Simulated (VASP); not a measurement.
Here is a VASP 6.6.1 calculation.

INCAR

```
SYSTEM = Zr6BeAl2
ALGO     = Normal         ! electronic algorithm
EDIFF    = 1E-6           ! SCF threshold, eV
ENCUT    = 500            ! plane-wave cutoff, eV
GGA      = PE             ! functional
GGA_COMPAT= .False.      
ISIF     = 2              ! what is computed and relaxed
ISMEAR   = -1             ! smearing method
ISYM     = -1           
LASPH    = .True.         ! aspherical terms in the spheres
LCHARG   = .True.         ! write CHGCAR
LELF     = .True.         ! ELF
LREAL    = .False.        ! projectors in reciprocal space
LVHAR    = .True.       
LWAVE    = .False.        ! write WAVECAR
NBANDS   = 50             ! bands
NELM     = 120            ! most SCF steps
PREC     = Accurate       ! precision mode
SIGMA    = 0.0124         ! smearing width, eV
```

Contents of KPOINTS:

```
explicit points
23
Reciprocal
  0.16666667   0.16666667   0.10000000 2
  0.16666667   0.16666667   0.30000000 2
  0.16666667   0.16666667   0.50000000 2
  0.16666667   0.16666667   0.70000000 2
  0.16666667   0.16666667   0.90000000 2
  0.16666667   0.50000000   0.10000000 2
  0.16666667   0.50000000   0.30000000 2
  0.16666667   0.50000000   0.50000000 2
  0.16666667   0.50000000   0.70000000 2
  0.16666667   0.50000000   0.90000000 2
  0.16666667   0.83333333   0.10000000 2
  0.16666667   0.83333333   0.30000000 2
  0.16666667   0.83333333   0.50000000 2
  0.16666667   0.83333333   0.70000000 2
  0.16666667   0.83333333   0.90000000 2
  0.50000000   0.16666667   0.10000000 2
  0.50000000   0.16666667   0.30000000 2
  0.50000000   0.16666667   0.50000000 2
  0.50000000   0.16666667   0.70000000 2
  0.50000000   0.16666667   0.90000000 2
  0.50000000   0.50000000   0.10000000 2
  0.50000000   0.50000000   0.30000000 2
  0.50000000   0.50000000   0.50000000 1
```

File POSCAR:

```
Zr6BeAl2
1.0
    7.8125420000      0.0000000000      0.0000000000
   -3.9062710000      6.7658620000      0.0000000000
    0.0000000000      0.0000000000      3.3144150000
Zr Al Be
6 2 1
Direct
    0.2531000000      0.0000000000      0.5000000000
    0.7469000000      0.7469000000      0.5000000000
    0.0000000000      0.2531000000      0.5000000000
    0.6035000000      0.0000000000      0.0000000000
    0.3965000000      0.3965000000      0.0000000000
    0.0000000000      0.6035000000      0.0000000000
    0.3333000000      0.6667000000      0.5000000000
    0.6667000000      0.3333000000      0.5000000000
    0.0000000000      0.0000000000      0.0000000000
```

Potentials or basis: VASP PAW PBE potentials, release 64 (Zr_sv, Al, Be).

Command:

```sh
$ cat potpaw_PBE.64/Zr_sv/POTCAR potpaw_PBE.64/Al/POTCAR potpaw_PBE.64/Be/POTCAR > POTCAR
$ mpirun -np 1 vasp_std > vasp.out
```

**Question.** Estimate the pressure.

**Answer.** 4.7 GPa.

**Question.** Predict the band gap on the k mesh.

**Answer.** Zero (bands 40 and 41 overlap by 0.81 eV).

**Question.** Estimate the largest force.

**Answer.** 0.097 eV/Å.

Stress tensor (GPa, compression positive):
```
4.30 0.16 0.00
0.16 4.48 0.00
0.00 0.00 5.23
```

Caveat: the cell stands under pressure.
